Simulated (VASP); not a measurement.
# MgO (P-6m2) in VASP: single point with r2SCAN

Aim: the single point of MgO with r2SCAN.

Everything below comes from runs of VASP 6.6.1. Logs are shortened: lines on timing, memory, paths and dates and some standing lists are left out, and cuts for length are marked.

## Step 1: The cell of the first run

The structure is hexagonal, space group P-6m2 (No. 187). Conventional cell: a = 2.938 Å, b = 2.938 Å, c = 2.680 Å, α = 90.00°, β = 90.00°, γ = 120.00°. Mg (site symmetry -6m2) has 6 O at 2.16 Å and 8 Mg at 2.68 to 2.94 Å within 3.0 Å. Within 3.0 Å of O (site symmetry -6m2) lie 6 Mg at 2.16 Å and 8 O at 2.68 to 2.94 Å.

## Step 2: Single point, r2SCAN

The input, POSCAR:

```
MgO
1.0
    2.9380210000      0.0000000000      0.0000000000
   -1.4690105000      2.5444008229      0.0000000000
    0.0000000000      0.0000000000      2.6796800000
Mg O
1 1
Direct
    0.0000000000      0.0000000000      0.0000000000
    0.3333333333      0.6666666667      0.5000000000
```

The input, INCAR.step1:

```
PREC = Accurate
ENCUT = 660
ISMEAR = 0
SIGMA = 0.01
LREAL = False
LASPH = True
NELM = 120
ISYM = 0
NBANDS = 11
GGA = PE
ALGO = Normal
EDIFF = 1E-5
LWAVE = True
LCHARG = False
GGA_COMPAT = False
```

The input, INCAR.step2:

```
PREC = Accurate
ENCUT = 660
EDIFF = 1E-6
ISMEAR = 0
SIGMA = 0.01
LREAL = False
LASPH = True
NELM = 120
ALGO = Normal
ISIF = 2
LWAVE = False
LCHARG = False
METAGGA = R2SCAN
LMIXTAU = True
ISYM = 0
NBANDS = 11
ISTART = 1
GGA_COMPAT = False
```

The input, KPOINTS:

```
Automatic mesh
0
Gamma
  7 7 7
  0.5 0.5 0.5
```

Potentials or basis: VASP PAW PBE potentials, release 64 (Mg, O).

Started as:

```console
$ cat potpaw_PBE.64/Mg/POTCAR potpaw_PBE.64/O/POTCAR > POTCAR
$ cp INCAR.step1 INCAR
$ mpirun -np 1 vasp_std > vasp.out
$ cp INCAR.step2 INCAR
$ mpirun -np 1 vasp_std > vasp.out
```

OUTCAR:

```text
PREC = Accurate
   ENCUT = 660
   EDIFF = 1E-6
   ISMEAR = 0
   LREAL = False
   LASPH = True
   NELM = 120
   ISIF = 2
   METAGGA = R2SCAN
   ISYM = 0
   ISTART = 1

 ion  position               nearest neighbor table
   1  0.000  0.000  0.000-   2 2.16   2 2.16   2 2.16   2 2.16   2 2.16   2 2.16
   2  0.333  0.667  0.500-   1 2.16   1 2.16   1 2.16   1 2.16   1 2.16   1 2.16

IMPORTANT INFORMATION: All symmetrisations will be switched off!
NOSYMM: (Re-)initialisation of all symmetry stuff for point group C_1.

----------------------------------------------------------------------------------------

                                     Primitive cell

  volume of cell :      20.0320

  direct lattice vectors                    reciprocal lattice vectors
     2.938021000  0.000000000  0.000000000     0.340365164  0.196509919  0.000000000
    -1.469010500  2.544400823  0.000000000     0.000000000  0.393019838  0.000000000
     0.000000000  0.000000000  2.679680000     0.000000000  0.000000000  0.373178887

  length of vectors
     2.938021000  2.938021000  2.679680000     0.393019838  0.393019838  0.373178887

  position of ions in fractional coordinates (direct lattice)
     0.000000000  0.000000000  0.000000000
     0.333333333  0.666666667  0.500000000

  ion indices of the primitive-cell ions
   primitive index   ion index
                 1           1
                 2           2

----------------------------------------------------------------------------------------

 KPOINTS: Automatic mesh

Automatic generation of k-mesh.
 Grid dimensions read from file:
 generate k-points for:    7    7    7

 Generating k-lattice:

  Cartesian coordinates                     Fractional coordinates (reciprocal lattice)
     0.048623595  0.028072846  0.000000000     0.142857143  0.000000000  0.000000000
     0.000000000  0.056145691  0.000000000     0.000000000  0.142857143  0.000000000
     0.000000000  0.000000000  0.053311270     0.000000000  0.000000000  0.142857143

  Length of vectors
     0.056145691  0.056145691  0.053311270

  Shift w.r.t. Gamma in fractional coordinates (k-lattice)
     0.500000000  0.500000000  0.500000000

 Subroutine IBZKPT returns following result:
 ===========================================

 Found    516 irreducible k-points:

 Following reciprocal coordinates:
            Coordinates               Weight
  0.071429  0.071429  0.071429      2.000000
 -0.071429  0.142857  0.071429      2.000000
 -0.142857  0.071429  0.071429      2.000000
 -0.071429 -0.071429  0.071429      2.000000
  0.071429 -0.142857  0.071429      2.000000
  0.142857 -0.071429  0.071429      2.000000
[... 16 lines left out ...]
  0.071429 -0.428571  0.071429      2.000000
  0.428571 -0.357143  0.071429      2.000000
 [... further k-points ...]
   k-points           NKPTS =    516   k-points in BZ     NKDIM =    516   number of bands    NBANDS=     11
   number of dos      NEDOS =    301   number of ions     NIONS =      2
   total plane-waves  NPLWV =  18816
   dimension x,y,z NGX =    28 NGY =   28 NGZ =   24
   dimension x,y,z NGXF=    56 NGYF=   56 NGZF=   48
   ions per type =               1   1
   NGX,Y,Z   is equivalent  to a cutoff of  15.84, 15.84, 14.89 a.u.
   NGXF,Y,Z  is equivalent  to a cutoff of  31.69, 31.69, 29.78 a.u.
 SYSTEM =  unknown system
   PREC   = accura    normal or accurate (medium, high low for compatibility)
   ISTART =      1    job   : 0-new  1-cont  2-samecut
   ICHARG =      0    charge: 1-file 2-atom 10-const
   ISPIN  =      1    spin polarized calculation?
   LNONCOLLINEAR =      F non collinear calculations
   LSORBIT =      F    spin-orbit coupling
   LASPH  =      T    aspherical Exc in radial PAW
   ENCUT  =  660.0 eV  48.51 Ry    6.96 a.u.   6.15  6.15  5.61*2*pi/ulx,y,z
   NELM   =    120;   NELMIN=  2; NELMDL=  0     # of ELM steps
   EDIFF  = 0.1E-05   stopping-criterion for ELM
   LREAL  =      F    real-space projection
   EDIFFG = 0.1E-04   stopping-criterion for IOM
   NSW    =      0    number of steps for IOM
   IBRION =     -1    ionic relax: 0-MD 1-quasi-New 2-CG
   NFREE  =      0    steps in history (QN), initial steepest desc. (CG)
   ISIF   =      2    stress and relaxation
   ISYM   =      0    0-nonsym 1-usesym 2-fastsym
   POTIM  = 0.5000    time-step for ionic-motion
   TEBEG  =    0.0;   TEEND  =   0.0 temperature during run
   PSTRESS=    0.0 pullay stress
   NELECT =       8.0000    total number of electrons
   NUPDOWN=      -1.0000    fix difference up-down
   EMIN   =  10.00;   EMAX   =-10.00  energy-range for DOS
   EFERMI =   0.00;   METHOD = LEGACY
   ISMEAR =     0;   SIGMA  =   0.01  broadening in eV -4-tet -1-fermi 0-gaus
   EFERMI_NEDOS =   21; number of points for ismear=-14 and -15
   IALGO  =     38    algorithm
   IMIX   =      4    mixing-type and parameters
     AMIX     =   0.40;   BMIX     =  1.00
     AMIX_MAG =   1.60;   BMIX_MAG =  1.00
  volume/ion in A,a.u.               =      10.02        67.59
  Fermi-wavevector in a.u.,A,eV,Ry     =   1.205583  2.278221 19.775114  1.453430
  Thomas-Fermi vector in A             =   2.341275
   LORBIT       =      0    0 simple, 1 ext, 2 COOP (PROOUT), +10 PAW based schemes
   METAGGA = R2SCAN    functional components
   LHFCALC =     F    Hartree Fock is set to
   AEXX    =    0.0000 exact exchange contribution
   IVDW    =     0    specifies the selected vdW correction
   LEPSILON=     F    determine dielectric tensor
   LRPA    =     F    only Hartree local field effects (RPA)
 non-spin polarized calculation
 Gauss-broadening in eV      SIGMA  =   0.01
  energy-cutoff  :      660.00
  volume of cell :       20.03
 maximum number of plane-waves:       784
 NGX is ok and might be reduce to    28
   NGX = 13   NGY = 13   NGZ = 11

 number of electron       8.0000000 magnetization

 Free energy of the ion-electron system (eV)
  ---------------------------------------------------
  ext. energy  EPLUGINS =         0.00000000
  ---------------------------------------------------
  free energy    TOTEN  =       -15.40284154 eV

  energy without entropy =      -15.40284154  energy(sigma->0) =      -15.40284154

 E-fermi :   2.8415     XC(G=0): -11.2147

 val. band max:        2.7985341751   @ k =  -0.0714   0.0714   0.5000
 cond. band min:       7.3260493715   @ k =   0.0714  -0.0714   0.0714
 fundamental gap:      4.5275151964
 Fermi energy:         2.8414816296

 k-point     1 :       0.0714    0.0714    0.0714
  band No.  band energies     occupation
      1     -15.2785      2.00000
      2       1.4228      2.00000
      3       2.2143      2.00000
      4       2.2680      2.00000
      5       7.8336      0.00000
      6      15.8556      0.00000
      7      18.3946      0.00000
      8      19.9698      0.00000
      9      24.2983      0.00000
     10      25.7403      0.00000
     11      26.7565      0.00000

 k-point     2 :      -0.0714    0.1429    0.0714
  band No.  band energies     occupation
      1     -15.2785      2.00000
      2       1.4228      2.00000
      3       2.2143      2.00000
      4       2.2680      2.00000
      5       7.8336      0.00000
      6      15.8556      0.00000
      7      18.3946      0.00000
      8      19.9698      0.00000
      9      24.2983      0.00000
     10      25.7403      0.00000
     11      26.7565      0.00000

 k-point     3 :      -0.1429    0.0714    0.0714
  band No.  band energies     occupation
      1     -15.2785      2.00000
      2       1.4228      2.00000
      3       2.2143      2.00000
      4       2.2680      2.00000
      5       7.8336      0.00000
      6      15.8556      0.00000
      7      18.3946      0.00000
      8      19.9698      0.00000
      9      24.2983      0.00000
     10      25.7403      0.00000
     11      26.7565      0.00000

 k-point     4 :      -0.0714   -0.0714    0.0714
  band No.  band energies     occupation
      1     -15.2785      2.00000
      2       1.4228      2.00000
      3       2.2143      2.00000
      4       2.2680      2.00000
      5       7.8336      0.00000
      6      15.8556      0.00000
      7      18.3946      0.00000
      8      19.9698      0.00000
      9      24.2983      0.00000
     10      25.7403      0.00000
     11      26.7565      0.00000

 k-point     5 :       0.0714   -0.1429    0.0714
  band No.  band energies     occupation
      1     -15.2785      2.00000
      2       1.4228      2.00000
      3       2.2143      2.00000
      4       2.2680      2.00000
      5       7.8336      0.00000
      6      15.8556      0.00000
      7      18.3946      0.00000
      8      19.9698      0.00000
      9      24.2983      0.00000
     10      25.7403      0.00000
     11      26.7565      0.00000

 k-point     6 :       0.1429   -0.0714    0.0714
  band No.  band energies     occupation
      1     -15.2785      2.00000
      2       1.4228      2.00000
      3       2.2143      2.00000
      4       2.2680      2.00000
      5       7.8336      0.00000
      6      15.8556      0.00000
      7      18.3946      0.00000
      8      19.9698      0.00000
      9      24.2983      0.00000
     10      25.7403      0.00000
     11      26.7565      0.00000

 k-point     7 :       0.2143    0.0714    0.0714
  band No.  band energies     occupation
      1     -14.9189      2.00000
      2      -0.1923      2.00000
      3       1.8482      2.00000
      4       2.4334      2.00000
      5       9.3886      0.00000
      6      14.9580      0.00000
      7      17.9890      0.00000
      8      20.7306      0.00000
      9      23.0723      0.00000
     10      26.1728      0.00000
     11      27.3606      0.00000

 k-point     8 :      -0.0714    0.2857    0.0714
  band No.  band energies     occupation
      1     -14.9189      2.00000
      2      -0.1923      2.00000
      3       1.8482      2.00000
      4       2.4334      2.00000
      5       9.3886      0.00000
      6      14.9580      0.00000
      7      17.9890      0.00000
      8      20.7306      0.00000
      9      23.0723      0.00000
     10      26.1728      0.00000
     11      27.3606      0.00000
[... 141 lines left out ...]
 k-point    19 :       0.3571    0.0714    0.0714
  band No.  band energies     occupation
      1     -14.5221      2.00000
      2      -1.4897      2.00000
      3       1.5068      2.00000
      4       2.6117      2.00000
      5      10.4612      0.00000
      6      14.3870      0.00000
      7      17.6097      0.00000
      8      21.4867      0.00000
      9      22.4185      0.00000
     10      26.7778      0.00000
     11      27.8188      0.00000

 k-point    20 :      -0.0714    0.4286    0.0714
  band No.  band energies     occupation
      1     -14.5221      2.00000
      2      -1.4897      2.00000
      3       1.5068      2.00000
      4       2.6117      2.00000
      5      10.4612      0.00000
      6      14.3870      0.00000
      7      17.6097      0.00000
      8      21.4867      0.00000
      9      22.4186      0.00000
     10      26.7778      0.00000
     11      27.8188      0.00000

 k-point    21 :      -0.4286    0.3571    0.0714
  band No.  band energies     occupation
      1     -14.5221      2.00000
      2      -1.4897      2.00000
      3       1.5068      2.00000
      4       2.6117      2.00000
      5      10.4612      0.00000
      6      14.3870      0.00000
      7      17.6097      0.00000
      8      21.4867      0.00000
      9      22.4185      0.00000
     10      26.7778      0.00000
     11      27.8188      0.00000

 k-point    22 :      -0.3571   -0.0714    0.0714
  band No.  band energies     occupation
      1     -14.5221      2.00000
      2      -1.4897      2.00000
      3       1.5068      2.00000
      4       2.6117      2.00000
      5      10.4612      0.00000
      6      14.3870      0.00000
      7      17.6097      0.00000
      8      21.4867      0.00000
      9      22.4185      0.00000
     10      26.7778      0.00000
     11      27.8188      0.00000

 k-point    23 :       0.0714   -0.4286    0.0714
  band No.  band energies     occupation
      1     -14.5221      2.00000
      2      -1.4897      2.00000
      3       1.5068      2.00000
      4       2.6117      2.00000
      5      10.4612      0.00000
      6      14.3870      0.00000
      7      17.6097      0.00000
      8      21.4867      0.00000
      9      22.4186      0.00000
     10      26.7778      0.00000
     11      27.8188      0.00000

 k-point    24 :       0.4286   -0.3571    0.0714
  band No.  band energies     occupation
      1     -14.5221      2.00000
      2      -1.4897      2.00000
      3       1.5068      2.00000
      4       2.6117      2.00000
      5      10.4612      0.00000
      6      14.3870      0.00000
      7      17.6097      0.00000
      8      21.4867      0.00000
      9      22.4185      0.00000
     10      26.7778      0.00000
     11      27.8188      0.00000

 [... further k-points ...]
[... 5 lines left out ...]
  --------------------------------------------------------------------------------------
  -------------------------------------------------------------------------------------
  Total       -0.7648824     -0.7648816     -0.8968416     -0.0000012      0.0000000      0.0000000
  in kB      -61.1761150    -61.1760517    -71.7303569     -0.0000995      0.0000000      0.0000002
  external PRESSURE =     -64.6941745 kB  Pullay stress =       0.0000000 kB

 VOLUME and BASIS-vectors are now :
 -----------------------------------------------------------------------------
  energy-cutoff  :      660.00
  volume of cell :       20.03
      direct lattice vectors                 reciprocal lattice vectors
     2.938021000  0.000000000  0.000000000     0.340365164  0.196509919  0.000000000
    -1.469010500  2.544400823  0.000000000     0.000000000  0.393019838  0.000000000
     0.000000000  0.000000000  2.679680000     0.000000000  0.000000000  0.373178887

 POSITION                                       TOTAL-FORCE (eV/Angst)
 -----------------------------------------------------------------------------------
      0.00000      0.00000      0.00000         0.000000     -0.000000      0.000000
     -0.00000      1.69627      1.33984        -0.000000      0.000000     -0.000000
 -----------------------------------------------------------------------------------
    total drift:                               -0.000001      0.000001     -0.000000

  FREE ENERGIE OF THE ION-ELECTRON SYSTEM (eV)
  ---------------------------------------------------
  free  energy   TOTEN  =       -15.4028415450 eV

  energy  without entropy=      -15.4028415450  energy(sigma->0) =      -15.40284154
```

It took 6.4 min on 1 thread of Intel Xeon Platinum 8259CL at 2.50GHz (Skylake/Cascade Lake), shared host; peak memory 0.3 GiB.

What came out:

- Free energy: -15.4028 eV
- Pressure: -6.5 GPa
- Band gap on the k mesh: 4.53 eV (least direct gap 5.02 eV)

Stress tensor (GPa, compression positive):
```
-6.12  0.00  0.00
 0.00 -6.12  0.00
 0.00  0.00 -7.17
```

Caveat: the cell stands under tension; the PAW data sets were made with another functional, which shifts forces and pressure a little; a shifted mesh leaves out Γ, where band edges can lie.
